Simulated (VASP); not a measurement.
# SnSe (I-4m2) in VASP: single point with HSE06

Aim: the single point of SnSe with HSE06.

All numbers are computed with VASP 6.6.1; they aren't measurements. Logs are shortened: lines on timing, memory, paths and dates and some standing lists are left out, and cuts for length are marked.

### 1 The cell of the first run

Symmetry: I-4m2, No. 119, tetragonal system. Conventional cell: a = 4.604 Å, b = 4.604 Å, c = 7.128 Å, α = 90.00°, β = 90.00°, γ = 90.00°. Within 3.8 Å of Sn (site symmetry -4m2) lie 4 Se at 2.91 Å. Within 3.8 Å of Se (site symmetry -4m2) lie 4 Sn at 2.91 Å.

### 2 Single point, HSE06 (epitaxial xy strain -3.2%)

Input file POSCAR:

```
SnSe
1.0
    0.0000000000      3.2556640020      3.5641461373
    3.2556640020      0.0000000000      3.5641461373
    3.2556640020      3.2556640020      0.0000000000
Sn Se
1 1
Direct
    0.0000000000      0.0000000000      0.0000000000
    0.2500000000      0.2500000000      0.2500000000
```

Input file INCAR.step1:

```
SYSTEM = SnSe
PREC = Accurate
ENCUT = 520
EDIFF = 1E-5
ISMEAR = -1
SIGMA = 0.02
LREAL = .False.
LASPH = .True.
NELM = 80
ALGO = Normal
ISIF = 2
LWAVE = .True.
LCHARG = .False.
NBANDS = 17
GGA = PE
```

Input file INCAR.step2:

```
SYSTEM = SnSe
PREC = Accurate
ENCUT = 520
EDIFF = 1E-6
ISMEAR = -1
SIGMA = 0.02
LREAL = .False.
LASPH = .True.
NELM = 80
ALGO = Normal
ISIF = 2
LWAVE = .False.
LCHARG = .False.
GGA = PE
LHFCALC = .True.
HFSCREEN = 0.2079
PRECFOCK = Normal
NBANDS = 17
ISTART = 1
```

Input file KPOINTS:

```
Automatic mesh
0
Gamma
  4 4 4
  0 0 0
```

Potentials or basis: VASP PAW PBE potentials, release 64 (Sn_d, Se).

Run with:

```sh
$ cat potpaw_PBE.64/Sn_d/POTCAR potpaw_PBE.64/Se/POTCAR > POTCAR
$ cp INCAR.step1 INCAR
$ mpirun -np 1 vasp_std > vasp.out
$ cp INCAR.step2 INCAR
$ mpirun -np 1 vasp_std > vasp.out
```

OUTCAR:

```text
SYSTEM = SnSe
   PREC = Accurate
   ENCUT = 520
   EDIFF = 1E-6
   ISMEAR = -1
   LREAL = .False.
   LASPH = .True.
   NELM = 80
   ISIF = 2
   GGA = PE
   LHFCALC = .True.
   HFSCREEN = 0.2079
   PRECFOCK = Normal
   ISTART = 1

 ion  position               nearest neighbor table
   1  0.000  0.000  0.000-   2 2.91   2 2.91   2 2.91   2 2.91
   2  0.250  0.250  0.250-   1 2.91   1 2.91   1 2.91   1 2.91

  LATTYP: Found a body centered tetragonal cell.
 ALAT       =     4.6042041862
 C/A-ratio  =     1.5482137599

  Lattice vectors:

 A1 = (  -3.2556640020,   0.0000000000,   3.5641461373)
 A2 = (   3.2556640020,   0.0000000000,   3.5641461373)
 A3 = (   0.0000000000,   3.2556640020,  -3.5641461373)

Analysis of symmetry for initial positions (statically):
=====================================================================
 Subroutine PRICEL returns:
 Original cell was already a primitive cell.

 Routine SETGRP: Setting up the symmetry group for a
 body centered tetragonal supercell.

 Subroutine GETGRP returns: Found  8 space group operations
 (whereof  8 operations were pure point group operations)
 out of a pool of 16 trial point group operations.

The static configuration has the point symmetry D_2d.

Analysis of symmetry for dynamics (positions and initial velocities):
=====================================================================
 Subroutine PRICEL returns:
 Original cell was already a primitive cell.

 Routine SETGRP: Setting up the symmetry group for a
 body centered tetragonal supercell.

 Subroutine GETGRP returns: Found  8 space group operations
 (whereof  8 operations were pure point group operations)
 out of a pool of 16 trial point group operations.

The dynamic configuration has the point symmetry D_2d.

 Subroutine INISYM returns: Found  8 space group operations
 (whereof  8 operations are pure point group operations),
 and found     1 'primitive' translations

----------------------------------------------------------------------------------------

                                     Primitive cell

  volume of cell :      75.5553

  direct lattice vectors                    reciprocal lattice vectors
     0.000000000  3.255664002  3.564146137    -0.153578502  0.153578502  0.140286055
     3.255664002  0.000000000  3.564146137     0.153578502 -0.153578502  0.140286055
[... 78 lines left out ...]
   NFREE  =      0    steps in history (QN), initial steepest desc. (CG)
   ISIF   =      2    stress and relaxation
   ISYM   =      3    0-nonsym 1-usesym 2-fastsym
   POTIM  = 0.5000    time-step for ionic-motion
   TEBEG  =    0.0;   TEEND  =   0.0 temperature during run
   PSTRESS=    0.0 pullay stress
   NELECT =      20.0000    total number of electrons
   NUPDOWN=      -1.0000    fix difference up-down
   EMIN   =  10.00;   EMAX   =-10.00  energy-range for DOS
   EFERMI =   0.00;   METHOD = LEGACY
   ISMEAR =    -1;   SIGMA  =   0.02  broadening in eV -4-tet -1-fermi 0-gaus
   EFERMI_NEDOS =   21; number of points for ismear=-14 and -15
   IALGO  =     38    algorithm
   IMIX   =      1    mixing-type and parameters
     AMIX     =   0.40;   BMIX     =  1.00
     AMIX_MAG =   1.60;   BMIX_MAG =  1.00
  volume/ion in A,a.u.               =      37.78       254.94
  Fermi-wavevector in a.u.,A,eV,Ry     =   1.051147  1.986379 15.033201  1.104909
  Thomas-Fermi vector in A             =   2.186178
   LORBIT       =      0    0 simple, 1 ext, 2 COOP (PROOUT), +10 PAW based schemes
   GGA     = PE    functional components
   LHFCALC =     T    Hartree Fock is set to
   PRECFOCK=normal    Normal, Fast or Accurate (Low or Medium for compatibility)
   ENCUT4O =  -1.0   cutoff for four orbital integrals eV
   NKREDX  =     1    reduce k-point grid by
   NKREDY  =     1    reduce k-point grid by
   NKREDZ  =     1    reduce k-point grid by
   AEXX    =    0.2500 exact exchange contribution
   HFSCREEN=    0.2079 screening length (either q_TF or 0.3 A-1)
   HFSCREENC=   0.2079 screening length for correlation (either q_TF or 0.3 A-1)
   ENCUTFOCK=  -1.0 apply spherical cutoff to Coloumb kernel
   IVDW    =     0    specifies the selected vdW correction
   LEPSILON=     F    determine dielectric tensor
   LRPA    =     F    only Hartree local field effects (RPA)
 non-spin polarized calculation
  energy-cutoff  :      520.00
  volume of cell :       75.56
 maximum number of plane-waves:      2070
  NGX = 28; NGY = 28; NGZ = 28

 number of electron      20.0000007 magnetization

 Free energy of the ion-electron system (eV)
  ---------------------------------------------------
  ext. energy  EPLUGINS =         0.00000000
  ---------------------------------------------------
  free energy    TOTEN  =        -9.21343115 eV

  energy without entropy =       -9.21263318  energy(sigma->0) =       -9.21303216

 E-fermi :   3.0529     XC(G=0):  -6.6188

 val. band max:        2.9904602217   @ k =  -0.2500   0.5000   0.2500
 cond. band min:       3.1006543371   @ k =   0.5000   0.0000   0.5000
 fundamental gap:      0.1101941154
 Fermi energy:         3.0529385541

 k-point     1 :       0.0000    0.0000    0.0000
  band No.  band energies     occupation
      1     -21.2210      2.00000
      2     -21.2099      2.00000
      3     -21.2099      2.00000
      4     -21.2026      2.00000
      5     -21.1919      2.00000
      6     -11.8782      2.00000
[... 237 lines left out ...]
      4     -21.2050      2.00000
      5     -21.1896      2.00000
      6     -11.1260      2.00000
[... 9 lines left out ...]
     16      12.6050      0.00000
     17      13.3025      0.00000

------------------------ aborting loop because EDIFF is reached ----------------------------------------

  FORCE on cell =-STRESS in cart. coord.  units (eV):
  Direction    XX          YY          ZZ          XY          YZ          ZX
  --------------------------------------------------------------------------------------
  -------------------------------------------------------------------------------------
  Total        0.0598881      0.0598881     -0.0308688      0.0000000     -0.0000000      0.0000000
  in kB        1.2699486      1.2699486     -0.6545853      0.0000000     -0.0000000      0.0000000
  external PRESSURE =       0.6284373 kB  Pullay stress =       0.0000000 kB

 VOLUME and BASIS-vectors are now :
 -----------------------------------------------------------------------------
  energy-cutoff  :      520.00
  volume of cell :       75.56
      direct lattice vectors                 reciprocal lattice vectors
     0.000000000  3.255664002  3.564146137    -0.153578502  0.153578502  0.140286055
     3.255664002  0.000000000  3.564146137     0.153578502 -0.153578502  0.140286055
     3.255664002  3.255664002  0.000000000     0.153578502  0.153578502 -0.140286055

 POSITION                                       TOTAL-FORCE (eV/Angst)
 -----------------------------------------------------------------------------------
      0.00000      0.00000      0.00000         0.000000      0.000000     -0.000000
      1.62783      1.62783      1.78207        -0.000000     -0.000000      0.000000
 -----------------------------------------------------------------------------------
    total drift:                               -0.000000      0.000000     -0.000003

  FREE ENERGIE OF THE ION-ELECTRON SYSTEM (eV)
  ---------------------------------------------------
  free  energy   TOTEN  =        -9.2134311516 eV

  energy  without entropy=       -9.2126331768  energy(sigma->0) =       -9.21303216
```

It took 39 min on 1 thread of Oxide Virtual Turin-like, shared host; peak memory 0.29 GiB.

What came out:

```yaml
Free_energy: -9.2134 eV
Pressure: 0.1 GPa
Band_gap_on_the_k_mesh: 0.11 eV (least direct gap 0.86 eV)
```

Stress tensor (GPa, compression positive):
```
 0.13  0.00  0.00
 0.00  0.13  0.00
 0.00  0.00 -0.07
```

Caveat: the cell differs from its parent crystal (epitaxial xy strain -3.2%); the PAW data sets were made with another functional, which shifts forces and pressure a little; spin-orbit coupling is left out, which moves the levels of the heavy elements. A k mesh can miss the band edges.
